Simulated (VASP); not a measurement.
Runs of VASP 6.6.1 on BaZrO3. The structure is that of space group Pm-3m (No. 221), or close to it. The cells are those of the table. 

```csv
task,potentials or basis,cell,k mesh,cutoff (eV),smearing,second run,gap on the mesh (eV),pressure (GPa)
single point,"VASP PAW PBE potentials, release 64 (Ba_sv, Zr_sv, O_h)","a = 4.227 Å, 5 atoms",6 × 6 × 6,910,gaussian 0.02 eV,hard_potentials,(b),0.7
relaxation of cell and atoms,"VASP PAW PBE potentials, release 64 (Ba_sv, Zr_sv, O)","relaxed from a = 4.181 Å, 5 atoms",6 × 6 × 6,600,gaussian 0.02 eV,-,(a),0.0
single point,"VASP PAW PBE potentials, release 64 (Ba_sv, Zr_sv, O)","a = 4.181 Å, 5 atoms",4 × 4 × 4,520,gaussian 0.1 eV,-,3.20,6.4
single point,"VASP PAW PBE potentials, release 64 (Ba_sv, Zr_sv, O)","a = 4.227 Å, 5 atoms",6 × 6 × 6,520,gaussian 0.02 eV,-,3.13,0.9
single point,"VASP PAW PBE potentials, release 64 (Ba_sv, Zr_sv, O_h)","a = 4.181 Å, 5 atoms",4 × 4 × 4,910,gaussian 0.1 eV,hard_potentials,3.20,6.1
```

Alike in all rows: level PBE; no spin polarisation.

Task: Estimate the missing entries.

Result: (a) 3.12; (b) 3.14.

Caveats: spin-orbit coupling is left out, which moves the levels of the heavy elements; the cutoff is under 1.25 times the usual one of these potentials, so pressure, stress and relaxed cells hold a basis-set (Pulay) error (some runs).

A k mesh can miss the band edges, and the runs leave out spin-orbit coupling on Ba, Zr.
